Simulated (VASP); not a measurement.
A run of VASP 6.6.1 is set up as follows.

POSCAR

```
CdSe
1.0
    0.0000000000      3.0075950161      3.0075950161
    3.0075950161      0.0000000000      3.0075950161
    3.0075950161      3.0075950161      0.0000000000
Cd Se
1 1
Direct
    0.0000000000      0.0000000000      0.0000000000
    0.2500000000      0.2500000000      0.2500000000
```

INCAR.step1

```
SYSTEM = CdSe
ALGO = Normal
EDIFF = 1E-4
ENCUT = 520
GGA = PE
ISMEAR = -1
LASPH = .TRUE.
LCHARG = .FALSE.
LREAL = .FALSE.
LWAVE = .TRUE.
NBANDS = 16
NELM = 80
PREC = Accurate
SIGMA = 0.05
```

Contents of INCAR.step2:

```
SYSTEM = CdSe
ALGO = Normal
BPARAM = 11.95
CPARAM = 0.0093
EDIFF = 1E-6
ENCUT = 520
ISIF = 2
ISMEAR = -1
ISTART = 1
IVDW_NL = 2
LASPH = .TRUE.
LCHARG = .FALSE.
LMIXTAU = .TRUE.
LREAL = .FALSE.
LUSE_VDW = .TRUE.
LWAVE = .FALSE.
METAGGA = R2SCAN
NBANDS = 16
NELM = 80
PREC = Accurate
SIGMA = 0.05
```

File KPOINTS:

```
k-points
0
G
  8 8 8
  0 0 0
```

Potentials or basis: VASP PAW PBE potentials, release 64 (Cd, Se).

Launch:

```console
$ cat potpaw_PBE.64/Cd/POTCAR potpaw_PBE.64/Se/POTCAR > POTCAR
$ cp INCAR.step1 INCAR
$ mpirun -np 1 vasp_std > vasp.out
$ cp INCAR.step2 INCAR
$ mpirun -np 1 vasp_std > vasp.out
```

(1) Predict the band gap on the k mesh.

(2) What does it give for the pressure?

## Answers

(1) 1.11 eV, direct.

(2) 3.0 GPa.

Caveat: the PAW data sets were made with another functional, which shifts forces and pressure a little.
